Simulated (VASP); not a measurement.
Write the native input for VASP 6.6.1 that does the following.

```yaml
Task: single point
Functional: PBEsol
Potentials_or_basis: VASP PAW PBE potentials, release 64 (K_sv)
Cutoff: 520 eV
k_mesh: 7 × 7 × 7
Occupations: gaussian, width 0.05 eV
Spin: no spin polarisation
Dipole_correction: no
Further_INCAR_settings: ALGO = Normal; EDIFF = 1e-07; NBANDS = 10
```

The structure of K lies in POSCAR:

```
K
1.0
    0.0000000000      3.3918728180      3.3918728180
    3.3918728180      0.0000000000      3.3918728180
    3.3918728180      3.3918728180      0.0000000000
K
1
Direct
    0.0000000000      0.0000000000      0.0000000000
```

The input as run:

INCAR

```
SYSTEM = K
PREC     = Accurate       ! precision mode
ENCUT    = 520            ! plane-wave cutoff, eV
EDIFF    = 1E-7           ! SCF threshold, eV
ISMEAR   = 0              ! smearing method
SIGMA    = 0.05           ! smearing width, eV
LREAL    = .False.        ! projectors in reciprocal space
LASPH    = .True.         ! aspherical terms in the spheres
NELM     = 100            ! most SCF steps
ALGO     = Normal         ! electronic algorithm
ISIF     = 2              ! what is computed and relaxed
LWAVE    = .False.        ! write WAVECAR
LCHARG   = .False.        ! write CHGCAR
GGA      = PS             ! functional
NBANDS   = 10             ! bands
```

KPOINTS

```
Automatic mesh
0
Gamma
  7 7 7
  0 0 0
```

Potentials or basis: VASP PAW PBE potentials, release 64 (K_sv).

Launch:

```bash
$ cat potpaw_PBE.64/K_sv/POTCAR > POTCAR
$ mpirun -np 1 vasp_std > vasp.out
```

It gave:

```
Pressure : -0.3 GPa
```

Caveat: the PAW data sets were made with another functional, which shifts forces and pressure a little.

It took 21 s on 1 thread of Intel Xeon 8259CL, on a shared host, peak memory 0.2 GiB.
